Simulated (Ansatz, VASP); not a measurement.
## One calculation of Yb, two programs

```
Yb
1.0
     0.00000    3.86607    3.86607
     3.86607    0.00000    3.86607
     3.86607    3.86607    0.00000
Yb
2
Direct
  0.12500 0.12500 0.12500
  0.87500 0.87500 0.87500
```

Alike in both runs: task single point; functional LDA; k mesh 8 × 8 × 8; occupations fermi-dirac, width 0.1 eV; no spin polarisation.

|  | VASP | Ansatz |
| --- | --- | --- |
| version | VASP 6.6.1 | Ansatz 0.2.0 |
| potentials or method | VASP PAW PBE potentials, release 64 (Yb), cutoff 520 eV | plane waves (420 eV) with PAW, scalar-relativistic |
| valence electrons in the cell | 48 | 48 |

VASP gave:

```
pressure (GPa) : 0.3
```

What did Ansatz give for the same quantities?

Pressure (GPa): 0.4.

VASP's potentials were made for PBE, not for LDA, and Ansatz warns of the same on its side. LDA's correlation is that of Perdew and Zunger in VASP and of Perdew and Wang (1992) in Ansatz.

Spin-orbit coupling is off throughout.
